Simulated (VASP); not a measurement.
The system is HfB2.

```
Hf B
1.0
     3.14000    0.00000    0.00000
    -1.57000    2.71932    0.00000
     0.00000    0.00000    3.48000
Hf B
1 2
Direct
  0.00000 0.00000 0.00000
  0.33333 0.66667 0.50000
  0.66667 0.33333 0.50000
```

Base run:

* Program: VASP 6.6.1
* Functional: revPBE
* Potentials or basis: VASP PAW PBE potentials, release 64 (Hf_pv, B)
* Cutoff: 560 eV
* k mesh: 7 × 7 × 5, shifted
* Occupations: fermi-dirac, width 0.2 eV
* Spin: no spin polarisation

Its results: band gap on the k mesh zero (bands 8 and 9 overlap by 0.59 eV); pressure 4.2 GPa; largest force 0.024 eV/Å.

The run is repeated on the same cell with these changes: functional from revPBE to LDA; potentials or basis from VASP PAW PBE potentials, release 64 (Hf_pv, B) to VASP PAW LDA potentials, release 64 (Hf_pv, B). What comes out?

Band gap on the k mesh zero (bands 8 and 9 overlap by 0.57 eV); pressure -9.6 GPa; largest force 0.021 eV/Å.

Caveats: spin-orbit coupling is left out, which moves the levels of the heavy elements; the cell stands under pressure (at least some runs); the PAW data sets were made with another functional, which shifts forces and pressure a little (at least some runs); the cell stands under tension (at least some runs).
